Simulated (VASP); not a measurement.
# ZnS (wurtzite type) (P6_3mc) in VASP: single point with PBE

Aim: the single point of ZnS (wurtzite type) with PBE.

Program: VASP 6.6.1. These are calculated values, not measurements. Logs are shortened: lines on timing, memory, paths and dates and some standing lists are left out, and cuts for length are marked.

## 1. The cell of the first run

Symmetry: P6_3mc, No. 186, hexagonal system. The conventional cell has a = 3.730 Å, b = 3.730 Å, c = 6.136 Å, α = 90.00°, β = 90.00°, γ = 120.00°. Within 3.0 Å of Zn (site symmetry 3m) lie 4 S at 2.29 Å. S (site symmetry 3m) has 4 Zn at 2.29 Å within 3.0 Å.

## 2. Single point, PBE

File INCAR:

```
SYSTEM = ZnS
PREC = Accurate
ENCUT = 520
EDIFF = 1E-6
ISMEAR = -1
SIGMA = 0.08
LREAL = .FALSE.
LASPH = .TRUE.
NELM = 100
ALGO = Normal
ISIF = 2
LWAVE = .FALSE.
LCHARG = .FALSE.
GGA = PE
NBANDS = 26
```

File KPOINTS:

```
regular mesh
0
G
  10 10 5
  0 0 0
```

File POSCAR:

```
ZnS
1.0
    3.7299037859      0.0000000000      0.0000000000
   -1.8649518929      3.2301914322      0.0000000000
    0.0000000000      0.0000000000      6.1358888588
Zn S
2 2
Direct
    0.3333333333      0.6666666667      0.0013100375
    0.6666666667      0.3333333333      0.5013100375
    0.3333333333      0.6666666667      0.3746899625
    0.6666666667      0.3333333333      0.8746899625
```

Potentials or basis: VASP PAW PBE potentials, release 64 (Zn, S).

Launch:

```sh
$ cat potpaw_PBE.64/Zn/POTCAR potpaw_PBE.64/S/POTCAR > POTCAR
$ mpirun -np 1 vasp_std > vasp.out
```

OUTCAR:

```text
SYSTEM = ZnS
   PREC = Accurate
   ENCUT = 520
   EDIFF = 1E-6
   ISMEAR = -1
   LREAL = .FALSE.
   LASPH = .TRUE.
   NELM = 100
   ISIF = 2
   GGA = PE

 ion  position               nearest neighbor table
   1  0.333  0.667  0.001-   4 2.29   4 2.29   4 2.29   3 2.29
   2  0.667  0.333  0.501-   3 2.29   3 2.29   3 2.29   4 2.29
   3  0.333  0.667  0.375-   2 2.29   2 2.29   2 2.29   1 2.29
   4  0.667  0.333  0.875-   1 2.29   1 2.29   1 2.29   2 2.29

  LATTYP: Found a hexagonal cell.
 ALAT       =     3.7299037859
 C/A-ratio  =     1.6450528515

  Lattice vectors:

 A1 = (   3.7299037859,   0.0000000000,   0.0000000000)
 A2 = (  -1.8649518929,   3.2301914322,   0.0000000000)
 A3 = (   0.0000000000,   0.0000000000,   6.1358888588)

Analysis of symmetry for initial positions (statically):
=====================================================================
 Subroutine PRICEL returns:
 Original cell was already a primitive cell.

 Routine SETGRP: Setting up the symmetry group for a
 hexagonal supercell.

 Subroutine GETGRP returns: Found 12 space group operations
 (whereof  6 operations were pure point group operations)
 out of a pool of 24 trial point group operations.

The static configuration has the point symmetry C_3v.
 The point group associated with its full space group is C_6v.

Analysis of symmetry for dynamics (positions and initial velocities):
=====================================================================
 Subroutine PRICEL returns:
 Original cell was already a primitive cell.

 Routine SETGRP: Setting up the symmetry group for a
 hexagonal supercell.

 Subroutine GETGRP returns: Found 12 space group operations
 (whereof  6 operations were pure point group operations)
 out of a pool of 24 trial point group operations.

The dynamic configuration has the point symmetry C_3v.
 The point group associated with its full space group is C_6v.

 Subroutine INISYM returns: Found 12 space group operations
 (whereof  6 operations are pure point group operations),
 and found     1 'primitive' translations

----------------------------------------------------------------------------------------

                                     Primitive cell

  volume of cell :      73.9270

  direct lattice vectors                    reciprocal lattice vectors
     3.729903786  0.000000000  0.000000000     0.268103430  0.154789588  0.000000000
    -1.864951893  3.230191432  0.000000000     0.000000000  0.309579175  0.000000000
     0.000000000  0.000000000  6.135888859     0.000000000  0.000000000  0.162975573

  length of vectors
     3.729903786  3.729903786  6.135888859     0.309579175  0.309579175  0.162975573

  position of ions in fractional coordinates (direct lattice)
     0.333333333  0.666666667  0.001310037
     0.666666667  0.333333333  0.501310037
     0.333333333  0.666666667  0.374689962
     0.666666667  0.333333333  0.874689962

  ion indices of the primitive-cell ions
   primitive index   ion index
                 1           1
                 2           2
                 3           3
                 4           4

----------------------------------------------------------------------------------------

 KPOINTS: regular mesh

Automatic generation of k-mesh.
 Grid dimensions read from file:
 generate k-points for:   10   10    5

 Generating k-lattice:

  Cartesian coordinates                     Fractional coordinates (reciprocal lattice)
     0.026810343  0.015478959  0.000000000     0.100000000  0.000000000  0.000000000
     0.000000000  0.030957918  0.000000000     0.000000000  0.100000000  0.000000000
     0.000000000  0.000000000  0.032595115     0.000000000  0.000000000  0.200000000

  Length of vectors
     0.030957918  0.030957918  0.032595115

  Shift w.r.t. Gamma in fractional coordinates (k-lattice)
     0.000000000  0.000000000  0.000000000

 Subroutine IBZKPT returns following result:
 ===========================================

 Found     42 irreducible k-points:

 Following reciprocal coordinates:
            Coordinates               Weight
  0.000000  0.000000  0.000000      1.000000
  0.100000  0.000000  0.000000      6.000000
  0.200000  0.000000  0.000000      6.000000
  0.300000  0.000000  0.000000      6.000000
  0.400000  0.000000  0.000000      6.000000
  0.500000  0.000000  0.000000      3.000000
[... 16 lines left out ...]
  0.300000  0.100000  0.200000     24.000000
  0.400000  0.100000  0.200000     24.000000
 [... further k-points ...]
   k-points           NKPTS =     42   k-points in BZ     NKDIM =     42   number of bands    NBANDS=     26
   number of dos      NEDOS =    301   number of ions     NIONS =      4
   total plane-waves  NPLWV =  37632
   dimension x,y,z NGX =    28 NGY =   28 NGZ =   48
   dimension x,y,z NGXF=    56 NGYF=   56 NGZF=   96
   ions per type =               2   2
   NGX,Y,Z   is equivalent  to a cutoff of  12.48, 12.48, 13.01 a.u.
   NGXF,Y,Z  is equivalent  to a cutoff of  24.96, 24.96, 26.01 a.u.
 SYSTEM =  ZnS
   PREC   = accura    normal or accurate (medium, high low for compatibility)
   ISTART =      0    job   : 0-new  1-cont  2-samecut
   ICHARG =      2    charge: 1-file 2-atom 10-const
   ISPIN  =      1    spin polarized calculation?
   LNONCOLLINEAR =      F non collinear calculations
   LSORBIT =      F    spin-orbit coupling
   LASPH  =      T    aspherical Exc in radial PAW
   ENCUT  =  520.0 eV  38.22 Ry    6.18 a.u.   6.94  6.94 11.41*2*pi/ulx,y,z
   NELM   =    100;   NELMIN=  2; NELMDL= -5     # of ELM steps
   EDIFF  = 0.1E-05   stopping-criterion for ELM
   LREAL  =      F    real-space projection
   EDIFFG = 0.1E-04   stopping-criterion for IOM
   NSW    =      0    number of steps for IOM
   IBRION =     -1    ionic relax: 0-MD 1-quasi-New 2-CG
   NFREE  =      0    steps in history (QN), initial steepest desc. (CG)
   ISIF   =      2    stress and relaxation
   ISYM   =      2    0-nonsym 1-usesym 2-fastsym
   POTIM  = 0.5000    time-step for ionic-motion
   TEBEG  =    0.0;   TEEND  =   0.0 temperature during run
   PSTRESS=    0.0 pullay stress
   NELECT =      36.0000    total number of electrons
   NUPDOWN=      -1.0000    fix difference up-down
   EMIN   =  10.00;   EMAX   =-10.00  energy-range for DOS
   EFERMI =   0.00;   METHOD = LEGACY
   ISMEAR =    -1;   SIGMA  =   0.08  broadening in eV -4-tet -1-fermi 0-gaus
   EFERMI_NEDOS =   21; number of points for ismear=-14 and -15
   IALGO  =     38    algorithm
   IMIX   =      4    mixing-type and parameters
     AMIX     =   0.40;   BMIX     =  1.00
     AMIX_MAG =   1.60;   BMIX_MAG =  1.00
  volume/ion in A,a.u.               =      18.48       124.72
  Fermi-wavevector in a.u.,A,eV,Ry     =   1.287976  2.433922 22.570473  1.658883
  Thomas-Fermi vector in A             =   2.419958
   LORBIT       =      0    0 simple, 1 ext, 2 COOP (PROOUT), +10 PAW based schemes
   GGA     = PE    functional components
   LHFCALC =     F    Hartree Fock is set to
   AEXX    =    0.0000 exact exchange contribution
   IVDW    =     0    specifies the selected vdW correction
   LEPSILON=     F    determine dielectric tensor
   LRPA    =     F    only Hartree local field effects (RPA)
 non-spin polarized calculation
  energy-cutoff  :      520.00
  volume of cell :       73.93
 maximum number of plane-waves:      2005
 NGX is ok and might be reduce to    28
   NGX = 13   NGY = 13   NGZ = 23

 number of electron      35.9999985 magnetization

 Free energy of the ion-electron system (eV)
  ---------------------------------------------------
  ext. energy  EPLUGINS =         0.00000000
  ---------------------------------------------------
  free energy    TOTEN  =       -13.53982870 eV

  energy without entropy =      -13.53982870  energy(sigma->0) =      -13.53982870

 E-fermi :   4.0803     XC(G=0):  -9.9351

 val. band max:        2.7647099312   @ k =   0.0000   0.0000   0.0000
 cond. band min:       5.2396843256   @ k =   0.0000   0.0000   0.0000
 fundamental gap:      2.4749743944
 Fermi energy:         4.0802860228

 k-point     1 :       0.0000    0.0000    0.0000
  band No.  band energies     occupation
      1     -10.8864      2.00000
      2      -9.8355      2.00000
      3      -3.8748      2.00000
      4      -3.8517      2.00000
      5      -3.8517      2.00000
      6      -3.7580      2.00000
[... 18 lines left out ...]
     25      10.4852      0.00000
     26      12.3078      0.00000

 k-point     2 :       0.1000    0.0000    0.0000
  band No.  band energies     occupation
      1     -10.8110      2.00000
      2      -9.7923      2.00000
      3      -3.8672      2.00000
      4      -3.8523      2.00000
      5      -3.8366      2.00000
      6      -3.7521      2.00000
[... 18 lines left out ...]
     25      10.8154      0.00000
     26      11.7288      0.00000

 k-point     3 :       0.2000    0.0000    0.0000
  band No.  band energies     occupation
      1     -10.5989      2.00000
      2      -9.6808      2.00000
      3      -3.8821      2.00000
      4      -3.8207      2.00000
      5      -3.8002      2.00000
      6      -3.7215      2.00000
[... 18 lines left out ...]
     25      10.9734      0.00000
     26      11.7408      0.00000

 k-point     4 :       0.3000    0.0000    0.0000
  band No.  band energies     occupation
      1     -10.2964      2.00000
      2      -9.5533      2.00000
      3      -3.8889      2.00000
      4      -3.7884      2.00000
      5      -3.7642      2.00000
      6      -3.6396      2.00000
[... 18 lines left out ...]
     25      11.5694      0.00000
     26      12.2207      0.00000
[... 496 lines left out ...]
      1     -10.3380      2.00000
      2      -9.6807      2.00000
      3      -3.8863      2.00000
      4      -3.8039      2.00000
      5      -3.7724      2.00000
      6      -3.7048      2.00000
[... 18 lines left out ...]
     25      11.4294      0.00000
     26      11.7320      0.00000

 k-point    23 :       0.3000    0.1000    0.2000
  band No.  band energies     occupation
      1     -10.0427      2.00000
      2      -9.5546      2.00000
      3      -3.8734      2.00000
      4      -3.7808      2.00000
      5      -3.7308      2.00000
      6      -3.6064      2.00000
[... 18 lines left out ...]
     25      11.7062      0.00000
     26      12.3746      0.00000

 k-point    24 :       0.4000    0.1000    0.2000
  band No.  band energies     occupation
      1      -9.8126      2.00000
      2      -9.5054      2.00000
      3      -3.8645      2.00000
      4      -3.7336      2.00000
      5      -3.7046      2.00000
      6      -3.5527      2.00000
[... 18 lines left out ...]
     25      12.3632      0.00000
     26      13.5573      0.00000

 [... further k-points ...]
[... 5 lines left out ...]
  --------------------------------------------------------------------------------------
  -------------------------------------------------------------------------------------
  Total        3.5051340      3.5051340      3.5095808      0.0000000      0.0000000      0.0000000
  in kB       75.9647008     75.9647008     76.0610733      0.0000000      0.0000000      0.0000000
  external PRESSURE =      75.9968250 kB  Pullay stress =       0.0000000 kB

 VOLUME and BASIS-vectors are now :
 -----------------------------------------------------------------------------
  energy-cutoff  :      520.00
  volume of cell :       73.93
      direct lattice vectors                 reciprocal lattice vectors
     3.729903786  0.000000000  0.000000000     0.268103430  0.154789588  0.000000000
    -1.864951893  3.230191432  0.000000000     0.000000000  0.309579175  0.000000000
     0.000000000  0.000000000  6.135888859     0.000000000  0.000000000  0.162975573

 POSITION                                       TOTAL-FORCE (eV/Angst)
 -----------------------------------------------------------------------------------
     -0.00000      2.15346      0.00804         0.000000      0.000000      0.001541
      1.86495      1.07673      3.07598        -0.000000     -0.000000      0.001541
     -0.00000      2.15346      2.29906        -0.000000      0.000000     -0.001541
      1.86495      1.07673      5.36700         0.000000     -0.000000     -0.001541
 -----------------------------------------------------------------------------------
    total drift:                               -0.000000     -0.000000      0.002016

  FREE ENERGIE OF THE ION-ELECTRON SYSTEM (eV)
  ---------------------------------------------------
  free  energy   TOTEN  =       -13.5398287014 eV

  energy  without entropy=      -13.5398286958  energy(sigma->0) =      -13.53982870
```

Wall time 1.8 min (1 thread of Intel Xeon 8259CL, shared host); peak memory 0.22 GiB.

What came out:

| Quantity | Value |
| --- | --- |
| Free energy | -13.5398 eV |
| Pressure | 7.6 GPa |
| Band gap on the k mesh | 2.48 eV |

Levels at points of the mesh, in eV from the valence-band top:
```tsv
k point	band 14	band 15	band 16	band 17	band 18	band 19	band 20	band 21	band 22	band 23
(0.00, 0.00, 0.00)	-0.98	-0.98	-0.11	0.00	0.00	2.48	3.23	6.27	6.27	6.49
(0.50, 0.00, 0.00)	-4.37	-3.58	-2.46	-1.89	-0.98	3.61	4.39	5.04	6.85	7.62
```

Caveat: the cell stands under pressure.
